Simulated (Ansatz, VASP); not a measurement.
## SiGe: VASP beside Ansatz

The input POSCAR:

```
SiGe
1.0
    4.0020625810      0.0000000000      0.0000000000
   -2.0010312905      3.4658878627      0.0000000000
    0.0000000000      0.0000000000      6.2895134250
Si Ge
2 2
Direct
    0.6666666667      0.3333333333      0.8746070000
    0.3333333333      0.6666666667      0.3746070000
    0.6666666667      0.3333333333      0.5003920000
    0.3333333333      0.6666666667      0.0003920000
```

Contents of INCAR.step1:

```
PREC = Accurate
ENCUT = 520
ISMEAR = 0
SIGMA = 0.05
LREAL = False
LASPH = True
NELM = 80
NBANDS = 26
GGA = PE
ALGO = Normal
EDIFF = 1E-4
LWAVE = True
LCHARG = False
```

File INCAR.step2:

```
PREC = Accurate
ENCUT = 520
EDIFF = 1E-7
ISMEAR = 0
SIGMA = 0.05
LREAL = False
LASPH = True
NELM = 80
ALGO = Normal
ISIF = 2
LWAVE = False
LCHARG = False
METAGGA = R2SCAN
LMIXTAU = True
NBANDS = 26
ISTART = 1
```

Contents of KPOINTS:

```
regular mesh
0
Gamma
  12 12 4
```

Input for Ansatz:

```yaml
crystal:
  lattice:
    - [4.002062581, 0.0, 0.0]
    - [-2.0010312905, 3.4658878627, 0.0]
    - [0.0, 0.0, 6.289513425]
  atoms:
    - { symbol: Si, position: [0.6666666667, 0.3333333333, 0.874607] }
    - { symbol: Si, position: [0.3333333333, 0.6666666667, 0.374607] }
    - { symbol: Ge, position: [0.6666666667, 0.3333333333, 0.500392] }
    - { symbol: Ge, position: [0.3333333333, 0.6666666667, 0.000392] }
basis:
  ecutwfc: 500
kpoints:
  mp_grid: { grid: [12, 12, 4] }
hamiltonian:
  xc: r2scan
scf:
  occupations: { method: gaussian, width: 0.05 }
output:
  forces: true
  stress: true
  eigenvalues: true
```

Change from the starting cell: strain +0.025 along x and y, -0.025 along z, atoms carried along.

Alike in both runs: task single point; functional r2SCAN; k mesh 12 × 12 × 4; occupations gaussian, width 0.05 eV; no spin polarisation.

```csv
,VASP,Ansatz
version,VASP 6.6.1,Ansatz 0.2.0
potentials or method,"VASP PAW PBE potentials, release 64 (Si, Ge_d), cutoff 520 eV","scalar-relativistic, plane waves, PAW"
valence electrons in the cell,36,36
```

```tsv
	VASP	Ansatz	Ansatz less VASP
gap on the k mesh at the Fermi level (eV)	0.15	0.16	+0.007
least direct gap on the mesh (eV)	0.15	0.16	+0.007
pressure (GPa)	-1.6	-1.5	+0.05
traceless stress, the component that is largest in VASP (GPa)	7.23	7.24	+0.002
rms of the force components (eV/Å)	0.292	0.293	+0.0004
```

VASP's potentials were made for PBE, not for r2SCAN. Atom by atom the forces differ by 0.000 eV/Å (rms over components). The functional is the same, so the differences come from potentials, cutoffs and numerics.
